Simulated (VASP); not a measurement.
# ZnS (R3m) in VASP: settings compared, part 2 of 2

VASP 6.6.1.

**3. Single point, LDA+U**

The input, INCAR:

```
PREC = Accurate ; ENCUT = 500
EDIFF = 1E-6 ; ISMEAR = 0
SIGMA = 0.01 ; LREAL = False
LASPH = True ; NELM = 200
ALGO = Normal ; ISIF = 2
LWAVE = False ; LCHARG = False
LDAU = True ; LDAUTYPE = 2
LDAUL = 2 -1 ; LDAUU = 2 0
LDAUJ = 0 0 ; LDAUPRINT = 1
GGA = CA ; NBANDS = 36
GGA_COMPAT = False
```

The input, KPOINTS:

```
regular mesh
0
Gamma
  6 6 6
```

The input, POSCAR:

```
ZnS
1.0
    1.9030712000      1.0987386696      9.3519478333
   -1.9030712000      1.0987386696      9.3519478333
    0.0000000000     -2.1974773392      9.3519478333
Zn S
3 3
Direct
    0.9999711367      0.9999711367      0.9999711367
    0.2222694100      0.2222694100      0.2222694100
    0.4446134433      0.4446134433      0.4446134433
    0.0832671700      0.0832671700      0.0832671700
    0.5278423033      0.5278423033      0.5278423033
    0.3053625400      0.3053625400      0.3053625400
```

Potentials or basis: VASP PAW LDA potentials, release 64 (Zn, S).

Launch:

```
> cat potpaw_LDA.64/Zn/POTCAR potpaw_LDA.64/S/POTCAR > POTCAR
> mpirun -np 1 vasp_std > vasp.out
```

OUTCAR:

```text
PREC = Accurate
   ENCUT = 500
   EDIFF = 1E-6
   ISMEAR = 0
   LREAL = False
   LASPH = True
   NELM = 200
   ISIF = 2
   GGA = CA

 ion  position               nearest neighbor table
   1  1.000  1.000  1.000-   6 2.33   6 2.33   6 2.33   4 2.34
   2  0.222  0.222  0.222-   6 2.33   5 2.33   5 2.33   5 2.33
   3  0.445  0.445  0.445-   4 2.33   4 2.33   4 2.33   5 2.34
   4  0.083  0.083  0.083-   3 2.33   3 2.33   3 2.33   1 2.34
   5  0.528  0.528  0.528-   2 2.33   2 2.33   2 2.33   3 2.34
   6  0.305  0.305  0.305-   2 2.33   1 2.33   1 2.33   1 2.33

  LATTYP: Found a trigonal (rhomboedric) cell.
 ALAT       =     9.6066557622
 COS(alpha) =     0.9215133827

  Lattice vectors:

 A1 = (   1.9030712000,   1.0987386696,   9.3519478333)
 A2 = (  -1.9030712000,   1.0987386696,   9.3519478333)
 A3 = (   0.0000000000,  -2.1974773392,   9.3519478333)

Analysis of symmetry for initial positions (statically):
=====================================================================
 Subroutine PRICEL returns:
 Original cell was already a primitive cell.

 Routine SETGRP: Setting up the symmetry group for a
 trigonal (rhombohedral) supercell.

 Subroutine GETGRP returns: Found  6 space group operations
 (whereof  6 operations were pure point group operations)
 out of a pool of 12 trial point group operations.

The static configuration has the point symmetry C_3v.

Analysis of symmetry for dynamics (positions and initial velocities):
=====================================================================
 Subroutine PRICEL returns:
 Original cell was already a primitive cell.

 Routine SETGRP: Setting up the symmetry group for a
 trigonal (rhombohedral) supercell.

 Subroutine GETGRP returns: Found  6 space group operations
 (whereof  6 operations were pure point group operations)
 out of a pool of 12 trial point group operations.

The dynamic configuration has the point symmetry C_3v.

 Subroutine INISYM returns: Found  6 space group operations
 (whereof  6 operations are pure point group operations),
 and found     1 'primitive' translations

----------------------------------------------------------------------------------------

                                     Primitive cell

  volume of cell :     117.3283

  direct lattice vectors                    reciprocal lattice vectors
     1.903071200  1.098738670  9.351947833     0.262733207  0.151689088  0.035643199
    -1.903071200  1.098738670  9.351947833    -0.262733207  0.151689088  0.035643199
     0.000000000 -2.197477339  9.351947833     0.000000000 -0.303378176  0.035643199

  length of vectors
     9.606655762  9.606655762  9.606655762     0.305464818  0.305464818  0.305464818

  position of ions in fractional coordinates (direct lattice)
     0.999971137  0.999971137  0.999971137
[... 94 lines left out ...]
   POTIM  = 0.5000    time-step for ionic-motion
   TEBEG  =    0.0;   TEEND  =   0.0 temperature during run
   PSTRESS=    0.0 pullay stress
   NELECT =      54.0000    total number of electrons
   NUPDOWN=      -1.0000    fix difference up-down
   EMIN   =  10.00;   EMAX   =-10.00  energy-range for DOS
   EFERMI =   0.00;   METHOD = LEGACY
   ISMEAR =     0;   SIGMA  =   0.01  broadening in eV -4-tet -1-fermi 0-gaus
   EFERMI_NEDOS =   21; number of points for ismear=-14 and -15
   IALGO  =     38    algorithm
   IMIX   =      4    mixing-type and parameters
     AMIX     =   0.40;   BMIX     =  1.00
     AMIX_MAG =   1.60;   BMIX_MAG =  1.00
  volume/ion in A,a.u.               =      19.55       131.96
  Fermi-wavevector in a.u.,A,eV,Ry     =   1.263975  2.388566 21.737115  1.597633
  Thomas-Fermi vector in A             =   2.397304
   LORBIT       =      0    0 simple, 1 ext, 2 COOP (PROOUT), +10 PAW based schemes
 LDA+U is selected, type is set to LDAUTYPE =  2
   angular momentum for each species LDAUL =     2   -1
   U (eV)           for each species LDAUU =   2.0  0.0
   J (eV)           for each species LDAUJ =   0.0  0.0
   GGA     = CA    functional components
   LHFCALC =     F    Hartree Fock is set to
   AEXX    =    0.0000 exact exchange contribution
   IVDW    =     0    specifies the selected vdW correction
   LEPSILON=     F    determine dielectric tensor
   LRPA    =     F    only Hartree local field effects (RPA)
 non-spin polarized calculation
 Gauss-broadening in eV      SIGMA  =   0.01
  energy-cutoff  :      500.00
  volume of cell :      117.33
 maximum number of plane-waves:      2996
   NGX = 35   NGY = 35   NGZ = 35

atom =   1  type =  1  l = 2

 onsite density matrix

spin component  1
[... 83 lines left out ...]
  o =  0.9790  v =  0.0000 -0.8167 -0.0000  0.0000 -0.5770  0.0000  0.0000  0.0000  0.0000  0.0000      0.0000  0.0000  0.0000  0.0000  0.0000  0.0000  0.0000  0.0000  0.0000  0.0000
  o =  0.9790  v =  0.0000  0.0000  0.0000  0.0000  0.0000  0.0000 -0.8167 -0.0000  0.0000 -0.5770      0.0000  0.0000  0.0000  0.0000  0.0000  0.0000  0.0000  0.0000  0.0000  0.0000
  o =  0.9790  v =  0.0000  0.0000  0.0000  0.0000  0.0000 -0.5770  0.0000 -0.0000 -0.8167 -0.0000      0.0000  0.0000  0.0000  0.0000  0.0000  0.0000  0.0000  0.0000  0.0000  0.0000
  o =  0.9790  v = -0.5770  0.0000 -0.0000 -0.8167 -0.0000  0.0000  0.0000  0.0000  0.0000  0.0000      0.0000  0.0000  0.0000  0.0000  0.0000  0.0000  0.0000  0.0000  0.0000  0.0000
  o =  0.9898  v =  0.0000  0.0000  0.0000  0.0000  0.0000  0.0000  0.5770 -0.0000  0.0000 -0.8167      0.0000  0.0000  0.0000  0.0000  0.0000  0.0000  0.0000  0.0000  0.0000  0.0000
  o =  0.9898  v =  0.0000  0.5770 -0.0000  0.0000 -0.8167  0.0000  0.0000  0.0000  0.0000  0.0000      0.0000  0.0000  0.0000  0.0000  0.0000  0.0000  0.0000  0.0000  0.0000  0.0000
  o =  0.9898  v = -0.8167  0.0000  0.0000  0.5770  0.0000  0.0000  0.0000  0.0000  0.0000  0.0000      0.0000  0.0000  0.0000  0.0000  0.0000  0.0000  0.0000  0.0000  0.0000  0.0000
  o =  0.9898  v =  0.0000  0.0000  0.0000  0.0000  0.0000 -0.8167  0.0000  0.0000  0.5770  0.0000      0.0000  0.0000  0.0000  0.0000  0.0000  0.0000  0.0000  0.0000  0.0000  0.0000
  o =  0.9898  v =  0.0000 -0.0000 -1.0000  0.0000  0.0000  0.0000  0.0000  0.0000  0.0000  0.0000      0.0000  0.0000  0.0000  0.0000  0.0000  0.0000  0.0000  0.0000  0.0000  0.0000
  o =  0.9898  v =  0.0000  0.0000  0.0000  0.0000  0.0000  0.0000 -0.0000 -1.0000  0.0000  0.0000      0.0000  0.0000  0.0000  0.0000  0.0000  0.0000  0.0000  0.0000  0.0000  0.0000

 number of electron      54.0000004 magnetization

 Free energy of the ion-electron system (eV)
  ---------------------------------------------------
  ext. energy  EPLUGINS =         0.00000000
  ---------------------------------------------------
  free energy    TOTEN  =       -24.05672790 eV

  energy without entropy =      -24.05672790  energy(sigma->0) =      -24.05672790

 E-fermi :   2.0027     XC(G=0): -10.0666

 val. band max:        1.9125043091   @ k =   0.0000   0.0000   0.0000
 cond. band min:       4.0102387441   @ k =   0.0000   0.0000   0.0000
 fundamental gap:      2.0977344350
 Fermi energy:         2.0026840934

 k-point     1 :       0.0000    0.0000    0.0000
  band No.  band energies     occupation
      1     -11.1603      2.00000
      2     -10.4964      2.00000
      3     -10.4866      2.00000
      4      -5.2601      2.00000
      5      -5.2508      2.00000
      6      -5.2508      2.00000
[... 925 lines left out ...]
     35       9.4353      0.00000
     36      10.5520      0.00000

 [... further k-points ...]

------------------------ aborting loop because EDIFF is reached ----------------------------------------

  FORCE on cell =-STRESS in cart. coord.  units (eV):
  Direction    XX          YY          ZZ          XY          YZ          ZX
  --------------------------------------------------------------------------------------
  -------------------------------------------------------------------------------------
  Total       -3.1678389     -3.1678389     -3.1759281      0.0000000      0.0000000      0.0000000
  in kB      -43.2584450    -43.2584450    -43.3689063      0.0000000      0.0000000      0.0000000
  external PRESSURE =     -43.2952655 kB  Pullay stress =       0.0000000 kB

 VOLUME and BASIS-vectors are now :
 -----------------------------------------------------------------------------
  energy-cutoff  :      500.00
  volume of cell :      117.33
      direct lattice vectors                 reciprocal lattice vectors
     1.903071200  1.098738670  9.351947833     0.262733207  0.151689088  0.035643199
    -1.903071200  1.098738670  9.351947833    -0.262733207  0.151689088  0.035643199
     0.000000000 -2.197477339  9.351947833     0.000000000 -0.303378176  0.035643199

 POSITION                                       TOTAL-FORCE (eV/Angst)
 -----------------------------------------------------------------------------------
      0.00000      0.00000     28.05503         0.000000     -0.000000     -0.005035
      0.00000      0.00000      6.23596         0.000000      0.000000     -0.003441
      0.00000      0.00000     12.47401         0.000000     -0.000000     -0.015711
      0.00000      0.00000      2.33613         0.000000     -0.000000      0.009929
      0.00000      0.00000     14.80906         0.000000      0.000000      0.004836
      0.00000      0.00000      8.56720         0.000000      0.000000      0.009422
 -----------------------------------------------------------------------------------
    total drift:                               -0.000000     -0.000000      0.000483

  FREE ENERGIE OF THE ION-ELECTRON SYSTEM (eV)
  ---------------------------------------------------
  free  energy   TOTEN  =       -24.0567278960 eV

  energy  without entropy=      -24.0567278960  energy(sigma->0) =      -24.05672790
```

It took 8.1 min on 1 thread of Intel Xeon 6975P-C (Granite Rapids), shared host; peak memory 0.51 GiB.

What came out:

```
Free energy            : -24.0567 eV
Pressure               : -4.3 GPa
Largest force          : 0.016 eV/Å
Band gap on the k mesh : 2.10 eV
```

Forces on the atoms (eV/Å):
```
Zn   0.000  0.000 -0.005
Zn   0.000  0.000 -0.003
Zn   0.000  0.000 -0.016
S    0.000  0.000  0.010
S    0.000  0.000  0.005
S    0.000  0.000  0.009
```

Eigenvalues of the final occupation matrices:
```csv
site,spin,trace,eigenvalues
site 1 d,1,4.93,0.98 0.98 0.99 0.99 0.99
site 1 d,2,4.93,0.98 0.98 0.99 0.99 0.99
site 2 d,1,4.93,0.98 0.98 0.99 0.99 0.99
site 2 d,2,4.93,0.98 0.98 0.99 0.99 0.99
site 3 d,1,4.93,0.98 0.98 0.99 0.99 0.99
site 3 d,2,4.93,0.98 0.98 0.99 0.99 0.99
```

Caveat: the cell stands under tension. A k mesh can miss the band edges.

**4. Single point, LDA+U**

The input, INCAR:

```
ALGO = Normal
EDIFF = 1E-6
ENCUT = 500
GGA = CA
GGA_COMPAT = F
ISIF = 2
ISMEAR = 0
LASPH = T
LCHARG = T
LDAU = T
LDAUJ = 0 0
LDAUL = 2 -1
LDAUPRINT = 1
LDAUTYPE = 2
LDAUU = 4 0
LELF = T
LREAL = F
LVHAR = T
LWAVE = F
NBANDS = 36
NELM = 200
PREC = Accurate
SIGMA = 0.01
```

The input, KPOINTS:

```
k-points
0
Gamma
  6 6 6
```

POSCAR is that of step 3.

Launch:

```
> cat potpaw_LDA.64/Zn/POTCAR potpaw_LDA.64/S/POTCAR > POTCAR
> mpirun -np 1 vasp_std > vasp.out
```

It took 8.8 min on 1 thread of Intel Xeon 6975P-C (Granite Rapids), shared host; peak memory 0.51 GiB.

It converged, with:

```
Free energy            : -23.6842 eV
Pressure               : -5.1 GPa
Largest force          : 0.019 eV/Å
Band gap on the k mesh : 2.22 eV
```

Forces on the atoms (eV/Å):
```
Zn   0.000  0.000 -0.006
Zn   0.000  0.000 -0.007
Zn   0.000  0.000 -0.019
S    0.000  0.000  0.013
S    0.000  0.000  0.008
S    0.000  0.000  0.012
```

Levels at points of the mesh, in eV from the valence-band top:
```csv
k point,band 25,band 26,band 27,band 28,band 29,band 30
"(0.00, 0.00, 0.00)",-0.05,0.00,0.00,2.22,3.37,3.52
"(0.50, 0.00, 0.00)",-1.83,-1.24,-0.82,3.28,3.87,4.03
"(0.50, 0.50, 0.00)",-1.21,-1.20,-1.19,3.31,3.58,4.26
"(0.50, 0.50, 0.50)",-0.24,-0.22,-0.22,3.20,3.35,3.49
```

Eigenvalues of the final occupation matrices:
```
    site  spin  trace               eigenvalues
site 1 d     1   4.95  0.98 0.98 0.99 0.99 0.99
site 1 d     2   4.95  0.98 0.98 0.99 0.99 0.99
site 2 d     1   4.95  0.98 0.98 0.99 0.99 0.99
site 2 d     2   4.95  0.98 0.98 0.99 0.99 0.99
site 3 d     1   4.95  0.98 0.98 0.99 0.99 0.99
site 3 d     2   4.95  0.98 0.98 0.99 0.99 0.99
```

Caveat: the cell stands under tension.

**5. Single point, LDA+U**

The input, INCAR:

```
SYSTEM = ZnS
PREC     = Accurate       ! precision mode
ENCUT    = 500            ! plane-wave cutoff, eV
EDIFF    = 1E-6           ! SCF threshold, eV
ISMEAR   = 0              ! smearing method
SIGMA    = 0.01           ! smearing width, eV
LREAL    = .False.        ! projectors in reciprocal space
LASPH    = .True.         ! aspherical terms in the spheres
NELM     = 200            ! most SCF steps
ALGO     = Normal         ! electronic algorithm
ISIF     = 2              ! what is computed and relaxed
LWAVE    = .False.        ! write WAVECAR
LCHARG   = .False.        ! write CHGCAR
LDAU     = .True.         ! DFT+U
LDAUTYPE = 2            
LDAUL    = 2 -1           ! shell
LDAUU    = 6 0            ! U, eV
LDAUJ    = 0 0          
LDAUPRINT= 1            
NBANDS   = 36             ! bands
GGA_COMPAT= .False.
```

The input, KPOINTS:

```
Automatic mesh
0
Gamma
  6 6 6
  0 0 0
```

POSCAR is that of step 4.

Launch:

```
> cat potpaw_LDA.64/Zn/POTCAR potpaw_LDA.64/S/POTCAR > POTCAR
> mpirun -np 1 vasp_std > vasp.out
```

Wall time 7.6 min (1 thread of Intel Xeon 6975P-C (Granite Rapids), shared host); peak memory 0.51 GiB.

The run converged. Its results:

```
Free energy            : -23.4259 eV
Pressure               : -6.0 GPa
Largest force          : 0.022 eV/Å
Band gap on the k mesh : 2.34 eV
```

Forces on the atoms (eV/Å):
```
Zn   0.000  0.000 -0.007
Zn   0.000  0.000 -0.012
Zn   0.000  0.000 -0.022
S    0.000  0.000  0.016
S    0.000  0.000  0.010
S    0.000  0.000  0.014
```

Levels at points of the mesh, in eV from the valence-band top:
| k point | band 24 | band 25 | band 26 | band 27 | band 28 | band 29 | band 30 | band 31 |
| --- | --- | --- | --- | --- | --- | --- | --- | --- |
| (0.00, 0.00, 0.00) | -0.61 | -0.05 | 0.00 | 0.00 | 2.34 | 3.48 | 3.63 | 6.53 |
| (0.50, 0.00, 0.00) | -1.77 | -1.75 | -1.19 | -0.78 | 3.35 | 3.94 | 4.11 | 4.94 |
| (0.50, 0.50, 0.00) | -1.79 | -1.16 | -1.14 | -1.14 | 3.38 | 3.64 | 4.34 | 4.99 |
| (0.50, 0.50, 0.50) | -0.23 | -0.23 | -0.21 | -0.21 | 3.30 | 3.47 | 3.60 | 6.42 |

Eigenvalues of the final occupation matrices:
```
    site  spin  trace               eigenvalues
site 1 d     1   4.97  0.99 0.99 1.00 1.00 1.00
site 1 d     2   4.97  0.99 0.99 1.00 1.00 1.00
site 2 d     1   4.97  0.99 0.99 1.00 1.00 1.00
site 2 d     2   4.97  0.99 0.99 1.00 1.00 1.00
site 3 d     1   4.97  0.99 0.99 1.00 1.00 1.00
site 3 d     2   4.97  0.99 0.99 1.00 1.00 1.00
```

Caveat: the cell stands under tension.

**6. Overview**

| level | U | gap on the mesh (eV) | pressure (GPa) | largest force (eV/Å) |
| --- | --- | --- | --- | --- |
| LDA | - | 1.97 | -3.7 | 0.01 |
| LDA+U | Zn d U = 2.0 eV | 2.10 | -4.3 | 0.02 |
| LDA+U | Zn d U = 4.0 eV | 2.22 | -5.1 | 0.02 |
| LDA+U | Zn d U = 6.0 eV | 2.34 | -6.0 | 0.02 |

Alike in all rows: task single point; potentials or basis VASP PAW LDA potentials, release 64 (Zn, S); no spin polarisation; cell as given; k mesh 6 × 6 × 6; cutoff (eV) 500; smearing gaussian 0.01 eV.

On the cell as given the gap runs from 1.97 eV (LDA) to 2.34 eV (LDA+U). The pressure there spans -6.0 GPa (LDA+U) to -3.7 GPa (LDA); a positive pressure means that this level wants a larger cell, a negative one a smaller.

Caveats: the cell stands under tension.

Absolute energies hang on the potentials; compare differences alone.
